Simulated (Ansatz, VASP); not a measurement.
**One calculation of CdTe, two programs**

```xyz
2
Lattice="0.0000 3.2779 3.2779 3.2779 0.0000 3.2779 3.2779 3.2779 0.0000" Properties=species:S:1:pos:R:3 pbc="T T T"
Cd    0.0000    0.0000    0.0000
Te    4.9168    4.9168    4.9168
```

Alike in both runs: task single point; functional r2SCAN; k mesh 8 × 8 × 8; occupations gaussian, width 0.05 eV; no spin polarisation.

|  | VASP | Ansatz |
| --- | --- | --- |
| version | VASP 6.6.1 | Ansatz 0.2.0 |
| potentials or method | VASP PAW PBE potentials, release 64 (Cd, Te), cutoff 520 eV | scalar-relativistic, plane waves, PAW |
| valence electrons in the cell | 18 | 36 |

|  | VASP | Ansatz | Ansatz less VASP |
| --- | --- | --- | --- |
| gap on the k mesh at the Fermi level (eV) | 1.16 | 1.17 | +0.007 |
| least direct gap on the mesh (eV) | 1.16 | 1.17 | +0.007 |
| pressure (GPa) | 0.1 | 0.0 | -0.11 |

VASP's potentials were made for PBE, not for r2SCAN. VASP's potentials hold 18 valence electrons a cell and Ansatz's 36, so a difference there can come from the potentials and not from the codes.

Spin-orbit coupling is off throughout.
